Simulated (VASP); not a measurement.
# ScAl2N3: single point with PBE

ScAl2N3:

```
CELL_PARAMETERS angstrom
2.99644 0.00000 0.00000
-1.49822 2.59499 0.00000
0.00000 0.00000 7.30746
ATOMIC_POSITIONS crystal
Sc 0.00000 0.00000 0.00000
Al 0.66667 0.33333 0.33953
Al 0.33333 0.66667 0.66047
N 0.33333 0.66667 0.18399
N 0.00000 0.00000 0.50000
N 0.66667 0.33333 0.81601
```

```yaml
Program: VASP 6.6.1
Task: single point
Functional: PBE
Potentials_or_basis: VASP PAW PBE potentials, release 64 (Sc_sv, Al, N)
Cutoff: 520 eV
k_mesh: 12 × 12 × 4
Occupations: gaussian, width 0.02 eV
Spin: no spin polarisation
Dipole_correction: no
Further_INCAR_settings: ALGO = Normal; EDIFF = 1e-06; NBANDS = 25
```

* Pressure: 0.4 GPa
* Largest force: 0.080 eV/Å
* Band gap on the k mesh: 1.06 eV, indirect (least direct gap 2.12 eV)

Forces in eV/Å, atoms in the order of the input:
```
Sc   0.000  0.000  0.000
Al   0.000  0.000  0.002
Al   0.000  0.000 -0.002
N    0.000  0.000  0.080
N    0.000  0.000  0.000
N    0.000  0.000 -0.080
```

Stress tensor (GPa, compression positive):
```
0.35 0.00 0.00
0.00 0.35 0.00
0.00 0.00 0.44
```

Levels at points of the mesh, in eV from the valence-band top:
```csv
k point,band 14,band 15,band 16,band 17,band 18,band 19
"(0.00, 0.00, 0.00)",-0.27,-0.27,0.00,2.72,3.40,3.40
"(0.50, 0.00, 0.00)",-2.22,-1.43,-1.06,1.06,4.41,5.49
"(0.00, 0.00, 0.50)",-0.85,-0.53,-0.53,3.18,3.43,3.43
"(0.50, 0.00, 0.50)",-1.75,-1.74,-1.62,1.56,4.88,5.46
```

Run time: 37 s on 1 thread of Intel(R) Xeon(R) 6975P-C (Granite Rapids), with other jobs on the host, peak memory 0.24 GiB.

A k mesh can miss the band edges. A hybrid or GW would open this gap; PBE tends to underestimate it.
